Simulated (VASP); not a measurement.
GaP, 2 atoms in the cell. Symmetry: F-43m, No. 216, cubic system. Conventional cell: a = 5.557 Å, b = 5.557 Å, c = 5.557 Å, α = 90.00°, β = 90.00°, γ = 90.00°. Within 3.2 Å of Ga (site symmetry -43m) lie 4 P at 2.41 Å. P (site symmetry -43m) has 4 Ga at 2.41 Å within 3.2 Å. 

```yaml
Program: VASP 6.6.1
Task: single point
Functional: r2SCAN
Potentials_or_basis: VASP PAW PBE potentials, release 64 (Ga_d, P)
Cutoff: 520 eV
k_mesh: 6 × 6 × 6
Occupations: gaussian, width 0.01 eV
Spin: no spin polarisation
Dipole_correction: no
Further_INCAR_settings: ALGO = Normal; EDIFF = 1e-06; NBANDS = 16
```

Potentials or basis: VASP PAW PBE potentials, release 64 (Ga_d, P).

The run is started by

```console
$ cat potpaw_PBE.64/Ga_d/POTCAR potpaw_PBE.64/P/POTCAR > POTCAR
$ cp INCAR.step1 INCAR
$ mpirun -np 1 vasp_std > vasp.out
$ cp INCAR.step2 INCAR
$ mpirun -np 1 vasp_std > vasp.out
```

Hardware: 1 thread of Intel(R) Xeon(R) Platinum 8375C CPU @ 2.90GHz (Ice Lake), on a shared host.

**Question.** How long does it take, and how much memory?

**Answer.** Run time: 36 s on 1 thread of Intel(R) Xeon(R) Platinum 8375C CPU @ 2.90GHz (Ice Lake) (shared host), peak memory 0.17 GiB. Counts: k points 16.
